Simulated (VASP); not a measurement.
KF:

```
K F
1.0
     3.65993    0.00000    0.00000
    -1.82997    3.16960    0.00000
     0.00000    0.00000    6.47881
K F
2 2
Direct
  0.00000 0.00000 0.00000
  0.00000 0.00000 0.50000
  0.33333 0.66667 0.25000
  0.66667 0.33333 0.75000
```

Program: VASP 6.6.1. Alike in all runs: task single point; no spin polarisation; cell as given; k mesh 6 × 6 × 2; cutoff (eV) 520; smearing gaussian 0.01 eV.

Question: Order these runs on this cell by their band gap on the k mesh, lowest first.
A. level PBE; potentials or basis VASP PAW PBE potentials, release 64 (K_sv, F)
B. level LDA; potentials or basis VASP PAW LDA potentials, release 64 (K_sv, F)
C. level r2SCAN; potentials or basis VASP PAW PBE potentials, release 64 (K_sv, F)

Answer: B (5.82 eV), A (6.19 eV), C (6.87 eV).

Caveats: all runs use coarse meshes.
